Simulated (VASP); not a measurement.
NaF, 2 atoms in the cell. The structure is trigonal, space group R3m (No. 160). Conventional cell: a = 3.740 Å, b = 3.740 Å, c = 8.353 Å, α = 90.00°, β = 90.00°, γ = 120.00°. Na (site symmetry 3m) has 4 F at 2.21 to 2.23 Å within 2.9 Å. Within 2.9 Å of F (site symmetry 3m) lie 4 Na at 2.21 to 2.23 Å.  This cell differs from its parent crystal: epitaxial 111 strain +4.5%.

* Program: VASP 6.6.1
* Task: single point
* Functional: r2SCAN
* Potentials or basis: VASP PAW PBE potentials, release 64 (Na_pv, F)
* Cutoff: 520 eV
* k mesh: 8 × 8 × 8
* Occupations: gaussian, width 0.01 eV
* Spin: no spin polarisation
* Dipole correction: no
* Further INCAR settings: ALGO = Normal; EDIFF = 1e-06; NBANDS = 14

Potentials or basis: VASP PAW PBE potentials, release 64 (Na_pv, F).

Run with:

```bash
$ cat potpaw_PBE.64/Na_pv/POTCAR potpaw_PBE.64/F/POTCAR > POTCAR
$ cp INCAR.step1 INCAR
$ mpirun -np 1 vasp_std > vasp.out
$ cp INCAR.step2 INCAR
$ mpirun -np 1 vasp_std > vasp.out
```

Hardware: 1 thread of AMD EPYC 7R43 64-Core Processor (Zen 3) (shared host).

Q: How long does it take, and how much memory?

A: It took 2.7 min on 1 thread of AMD EPYC 7R43 64-Core Processor (Zen 3) (shared host), peak memory 0.13 GiB. Counts: k points 65.
